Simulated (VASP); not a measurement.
# BN (Cc) in VASP: single point with PBE

Aim: the single point of BN with PBE.

Everything below comes from runs of VASP 6.6.1. Logs are shortened: lines on timing, memory, paths and dates and some standing lists are left out, and cuts for length are marked.

### Step 1. The cell of the first run

The structure is monoclinic, space group Cc (No. 9). Conventional cell: a = 2.610 Å, b = 4.623 Å, c = 4.378 Å, α = 90.00°, β = 90.83°, γ = 90.00°. Within 2.0 Å of B (site symmetry 1) lie 3 N at 1.47 to 1.65 Å. Within 2.0 Å of N (site symmetry 1) lie 3 B at 1.47 to 1.65 Å.

### Step 2. Single point, PBE (strained and its atoms moved)

INCAR reads:

```
SYSTEM = BN
PREC     = Accurate       ! precision mode
ENCUT    = 520            ! plane-wave cutoff, eV
EDIFF    = 1E-7           ! SCF threshold, eV
ISMEAR   = 0              ! smearing method
SIGMA    = 0.02           ! smearing width, eV
LREAL    = .False.        ! projectors in reciprocal space
LASPH    = .True.         ! aspherical terms in the spheres
NELM     = 80             ! most SCF steps
ALGO     = Normal         ! electronic algorithm
ISIF     = 2              ! what is computed and relaxed
LWAVE    = .False.        ! write WAVECAR
LCHARG   = .False.        ! write CHGCAR
GGA      = PE             ! functional
NBANDS   = 16             ! bands
```

KPOINTS reads:

```
regular mesh
0
Gamma
  12 12 6
  0 0 0
```

POSCAR reads:

```
BN
1.0
    2.6542838887      0.0255393960      0.0095517341
   -1.3050241786      2.2603615590     -0.0191081793
    0.0158084377     -0.0273900204      4.3775846493
B N
2 2
Direct
    0.6207125346      0.2405905417      0.9807470637
    0.3792874654      0.6198780171      0.4807470637
    0.7551570412      0.4473442362      0.6442529363
    0.2448429588      0.6921872050      0.1442529363
```

Potentials or basis: VASP PAW PBE potentials, release 64 (B, N).

On the command line:

```bash
> cat potpaw_PBE.64/B/POTCAR potpaw_PBE.64/N/POTCAR > POTCAR
> mpirun -np 1 vasp_std > vasp.out
```

OUTCAR:

```text
SYSTEM = BN
   PREC = Accurate
   ENCUT = 520
   EDIFF = 1E-7
   ISMEAR = 0
   LREAL = .False.
   LASPH = .True.
   NELM = 80
   ISIF = 2
   GGA = PE

 ion  position               nearest neighbor table
   1  0.621  0.241  0.981-   4 1.47   3 1.55   4 1.65
   2  0.379  0.620  0.481-   3 1.47   4 1.55   3 1.65
   3  0.755  0.447  0.644-   2 1.47   1 1.55   2 1.65
   4  0.245  0.692  0.144-   1 1.47   2 1.55   1 1.65

  LATTYP: Found a base centered monoclinic cell.
 ALAT       =     2.6101125659
 B/A-ratio  =     1.7711460791
 C/A-ratio  =     1.6772069285
 COS(beta)  =    -0.0145444813

  Lattice vectors:

 A1 = (   1.3492597101,   2.2859009550,  -0.0095564452)
 A2 = (  -2.6542838887,  -0.0255393960,  -0.0095517341)
 A3 = (   0.0158084377,  -0.0273900204,   4.3775846493)

Analysis of symmetry for initial positions (statically):
=====================================================================
 Subroutine PRICEL returns:
 Original cell was already a primitive cell.

 Routine SETGRP: Setting up the symmetry group for a
 base centered monoclinic supercell.

 Subroutine GETGRP returns: Found  2 space group operations
 (whereof  1 operations were pure point group operations)
 out of a pool of  4 trial point group operations.

The static configuration has the point symmetry C_1 .
 The point group associated with its full space group is C_1h.

Analysis of symmetry for dynamics (positions and initial velocities):
=====================================================================
 Subroutine PRICEL returns:
 Original cell was already a primitive cell.

 Routine SETGRP: Setting up the symmetry group for a
 base centered monoclinic supercell.

 Subroutine GETGRP returns: Found  2 space group operations
 (whereof  1 operations were pure point group operations)
 out of a pool of  4 trial point group operations.

The dynamic configuration has the point symmetry C_1 .
 The point group associated with its full space group is C_1h.

 Subroutine INISYM returns: Found  2 space group operations
 (whereof  1 operations are pure point group operations),
 and found     1 'primitive' translations

----------------------------------------------------------------------------------------

                                     Primitive cell

  volume of cell :      26.4084

  direct lattice vectors                    reciprocal lattice vectors
     2.654283889  0.025539396  0.009551734     0.374668074  0.216315351  0.000000449
    -1.305024179  2.260361559 -0.019108179    -0.004243434  0.439980545  0.002768229
     0.015808438 -0.027390020  4.377584649    -0.000836035  0.001448525  0.228448556

  length of vectors
     2.654423941  2.610112566  4.377698880     0.432629746  0.440009716  0.228454678

  position of ions in fractional coordinates (direct lattice)
     0.620712535  0.240590542  0.980747064
     0.379287465  0.619878017  0.480747064
     0.755157041  0.447344236  0.644252936
     0.244842959  0.692187205  0.144252936

  ion indices of the primitive-cell ions
   primitive index   ion index
                 1           1
                 2           2
                 3           3
                 4           4

----------------------------------------------------------------------------------------

 KPOINTS: regular mesh

Automatic generation of k-mesh.
 Grid dimensions read from file:
 generate k-points for:   12   12    6

 Generating k-lattice:

  Cartesian coordinates                     Fractional coordinates (reciprocal lattice)
     0.031222339  0.018026279  0.000000037     0.083333333  0.000000000 -0.000000000
    -0.000353620  0.036665045  0.000230686     0.000000000  0.083333333  0.000000000
    -0.000139339  0.000241421  0.038074759     0.000000000 -0.000000000  0.166666667

  Length of vectors
     0.036052479  0.036667476  0.038075780

  Shift w.r.t. Gamma in fractional coordinates (k-lattice)
     0.000000000  0.000000000  0.000000000

 Subroutine IBZKPT returns following result:
 ===========================================

 Found    242 irreducible k-points:

 Following reciprocal coordinates:
            Coordinates               Weight
  0.000000  0.000000  0.000000      1.000000
  0.083333 -0.000000  0.000000      2.000000
  0.166667 -0.000000  0.000000      2.000000
  0.250000  0.000000  0.000000      2.000000
  0.333333  0.000000 -0.000000      2.000000
  0.416667  0.000000  0.000000      2.000000
[... 16 lines left out ...]
  0.166667  0.250000 -0.000000      4.000000
  0.250000  0.250000  0.000000      4.000000
 [... further k-points ...]
   k-points           NKPTS =    242   k-points in BZ     NKDIM =    242   number of bands    NBANDS=     16
   number of dos      NEDOS =    301   number of ions     NIONS =      4
   total plane-waves  NPLWV =  14400
   dimension x,y,z NGX =    20 NGY =   20 NGZ =   36
   dimension x,y,z NGXF=    40 NGYF=   40 NGZF=   72
   ions per type =               2   2
   NGX,Y,Z   is equivalent  to a cutoff of  12.53, 12.74, 13.67 a.u.
   NGXF,Y,Z  is equivalent  to a cutoff of  25.05, 25.48, 27.34 a.u.
 SYSTEM =  BN
   PREC   = accura    normal or accurate (medium, high low for compatibility)
   ISTART =      0    job   : 0-new  1-cont  2-samecut
   ICHARG =      2    charge: 1-file 2-atom 10-const
   ISPIN  =      1    spin polarized calculation?
   LNONCOLLINEAR =      F non collinear calculations
   LSORBIT =      F    spin-orbit coupling
   LASPH  =      T    aspherical Exc in radial PAW
   ENCUT  =  520.0 eV  38.22 Ry    6.18 a.u.   4.94  4.85  8.14*2*pi/ulx,y,z
   NELM   =     80;   NELMIN=  2; NELMDL= -5     # of ELM steps
   EDIFF  = 0.1E-06   stopping-criterion for ELM
   LREAL  =      F    real-space projection
   EDIFFG = 0.1E-05   stopping-criterion for IOM
   NSW    =      0    number of steps for IOM
   IBRION =     -1    ionic relax: 0-MD 1-quasi-New 2-CG
   NFREE  =      0    steps in history (QN), initial steepest desc. (CG)
   ISIF   =      2    stress and relaxation
   ISYM   =      2    0-nonsym 1-usesym 2-fastsym
   POTIM  = 0.5000    time-step for ionic-motion
   TEBEG  =    0.0;   TEEND  =   0.0 temperature during run
   PSTRESS=    0.0 pullay stress
   NELECT =      16.0000    total number of electrons
   NUPDOWN=      -1.0000    fix difference up-down
   EMIN   =  10.00;   EMAX   =-10.00  energy-range for DOS
   EFERMI =   0.00;   METHOD = LEGACY
   ISMEAR =     0;   SIGMA  =   0.02  broadening in eV -4-tet -1-fermi 0-gaus
   EFERMI_NEDOS =   21; number of points for ismear=-14 and -15
   IALGO  =     38    algorithm
   IMIX   =      4    mixing-type and parameters
     AMIX     =   0.40;   BMIX     =  1.00
     AMIX_MAG =   1.60;   BMIX_MAG =  1.00
  volume/ion in A,a.u.               =       6.60        44.55
  Fermi-wavevector in a.u.,A,eV,Ry     =   1.385268  2.617777 26.109148  1.918968
  Thomas-Fermi vector in A             =   2.509694
   LORBIT       =      0    0 simple, 1 ext, 2 COOP (PROOUT), +10 PAW based schemes
   GGA     = PE    functional components
   LHFCALC =     F    Hartree Fock is set to
   AEXX    =    0.0000 exact exchange contribution
   IVDW    =     0    specifies the selected vdW correction
   LEPSILON=     F    determine dielectric tensor
   LRPA    =     F    only Hartree local field effects (RPA)
 non-spin polarized calculation
 Gauss-broadening in eV      SIGMA  =   0.02
  energy-cutoff  :      520.00
  volume of cell :       26.41
 maximum number of plane-waves:       734
   NGX =  9   NGY =  9   NGZ = 17

 number of electron      16.0000001 magnetization

 Free energy of the ion-electron system (eV)
  ---------------------------------------------------
  ext. energy  EPLUGINS =         0.00000000
  ---------------------------------------------------
  free energy    TOTEN  =       -32.23036840 eV

  energy without entropy =      -32.23036840  energy(sigma->0) =      -32.23036840

 E-fermi :   7.6481     XC(G=0): -12.3375

 val. band max:        7.4933935252   @ k =   0.0000   0.0000   0.0000
 cond. band min:       9.4188925970   @ k =   0.3333   0.3333   0.0000
 fundamental gap:      1.9254990718
 Fermi energy:         7.6481427177

 k-point     1 :       0.0000    0.0000    0.0000
  band No.  band energies     occupation
      1     -12.9111      2.00000
      2      -9.3493      2.00000
      3      -3.9682      2.00000
      4       3.0631      2.00000
      5       4.3765      2.00000
      6       4.8763      2.00000
[... 8 lines left out ...]
     15      19.9012      0.00000
     16      21.5987      0.00000

 k-point     2 :       0.0833   -0.0000    0.0000
  band No.  band energies     occupation
      1     -12.7765      2.00000
      2      -9.2523      2.00000
      3      -3.8418      2.00000
      4       2.7338      2.00000
      5       3.9520      2.00000
      6       4.5715      2.00000
[... 8 lines left out ...]
     15      19.8666      0.00000
     16      21.6601      0.00000

 k-point     3 :       0.1667   -0.0000    0.0000
  band No.  band energies     occupation
      1     -12.3777      2.00000
      2      -8.9802      2.00000
      3      -3.4677      2.00000
      4       1.6456      2.00000
      5       3.0900      2.00000
      6       3.8438      2.00000
[... 8 lines left out ...]
     15      19.9919      0.00000
     16      21.8276      0.00000

 k-point     4 :       0.2500    0.0000    0.0000
  band No.  band energies     occupation
      1     -11.7317      2.00000
      2      -8.6021      2.00000
      3      -2.8640      2.00000
      4       0.1158      2.00000
      5       1.9865      2.00000
      6       3.0164      2.00000
[... 8 lines left out ...]
     15      20.4570      0.00000
     16      22.3083      0.00000
[... 324 lines left out ...]
 k-point    22 :       0.0833    0.2500    0.0000
  band No.  band energies     occupation
      1     -11.2229      2.00000
      2      -8.2085      2.00000
      3      -2.4238      2.00000
      4      -0.4588      2.00000
      5       1.6996      2.00000
      6       2.7292      2.00000
[... 8 lines left out ...]
     15      20.7821      0.00000
     16      23.2724      0.00000

 k-point    23 :       0.1667    0.2500   -0.0000
  band No.  band energies     occupation
      1     -10.5332      2.00000
      2      -7.9475      2.00000
      3      -1.8174      2.00000
      4      -1.0530      2.00000
      5       0.5914      2.00000
      6       1.9940      2.00000
[... 8 lines left out ...]
     15      21.1655      0.00000
     16      23.8250      0.00000

 k-point    24 :       0.2500    0.2500    0.0000
  band No.  band energies     occupation
      1      -9.7126      2.00000
      2      -7.8562      2.00000
      3      -1.4592      2.00000
      4      -1.0822      2.00000
      5      -0.3529      2.00000
      6       1.1732      2.00000
[... 8 lines left out ...]
     15      21.4741      0.00000
     16      24.0195      0.00000

 [... further k-points ...]
[... 5 lines left out ...]
  --------------------------------------------------------------------------------------
  -------------------------------------------------------------------------------------
  Total       -2.7701839      0.1176242     -4.8052107     -2.5009121      1.4026527     -0.8098137
  in kB     -168.0646506      7.1361603   -291.5279585   -151.7281642     85.0977235    -49.1306957
  external PRESSURE =    -150.8188163 kB  Pullay stress =       0.0000000 kB

 VOLUME and BASIS-vectors are now :
 -----------------------------------------------------------------------------
  energy-cutoff  :      520.00
  volume of cell :       26.41
      direct lattice vectors                 reciprocal lattice vectors
     2.654283889  0.025539396  0.009551734     0.374668074  0.216315351  0.000000449
    -1.305024179  2.260361559 -0.019108179    -0.004243434  0.439980545  0.002768229
     0.015808438 -0.027390020  4.377584649    -0.000836035  0.001448525  0.228448556

 POSITION                                       TOTAL-FORCE (eV/Angst)
 -----------------------------------------------------------------------------------
      1.34907      0.53281      4.29463         0.414431      3.836421      1.262666
      0.20538      1.39767      2.09629        -3.529666      1.559302      1.262671
      1.43079      1.01280      2.81894         0.983885     -3.029105     -1.262668
     -0.25116      1.56690      0.62059         2.131349     -2.366618     -1.262669
 -----------------------------------------------------------------------------------
    total drift:                                0.000102      0.000038      0.000124

  FREE ENERGIE OF THE ION-ELECTRON SYSTEM (eV)
  ---------------------------------------------------
  free  energy   TOTEN  =       -32.2303684012 eV

  energy  without entropy=      -32.2303684012  energy(sigma->0) =      -32.23036840
```

It took 2.8 min on 1 thread of Intel Xeon 8259CL, shared host; peak memory 0.2 GiB.

Results:

```yaml
Free_energy: -32.2304 eV
Pressure: -15.1 GPa
Largest_force: 4.060 eV/Å
Band_gap_on_the_k_mesh: 1.93 eV, indirect (least direct gap 4.20 eV)
```

Forces on the atoms (eV/Å):
```
B    0.414  3.836  1.263
B   -3.530  1.559  1.263
N    0.984 -3.029 -1.263
N    2.131 -2.367 -1.263
```

Levels at points of the mesh, in eV from the valence-band top:
```csv
k point,band 6,band 7,band 8,band 9,band 10,band 11
"(0.00, 0.00, 0.00)",-2.62,-0.06,0.00,5.54,5.89,6.25
"(0.50, 0.00, 0.00)",-7.16,-3.44,-1.46,2.75,4.36,8.56
"(0.00, 0.50, 0.00)",-5.49,-4.98,-2.41,3.75,4.77,5.83
"(0.00, 0.00, 0.50)",-3.31,-0.25,-0.25,5.51,5.51,7.42
"(0.50, 0.00, 0.50)",-5.53,-2.04,-2.04,3.15,3.15,6.38
"(0.00, 0.50, 0.50)",-4.55,-4.25,-2.78,2.70,5.13,6.56
```

Caveat: the cell differs from its parent crystal (strained and its atoms moved); forces of over 1 eV/Å act on the atoms, so gaps and moduli don't describe the material at rest. A k mesh can miss the band edges.
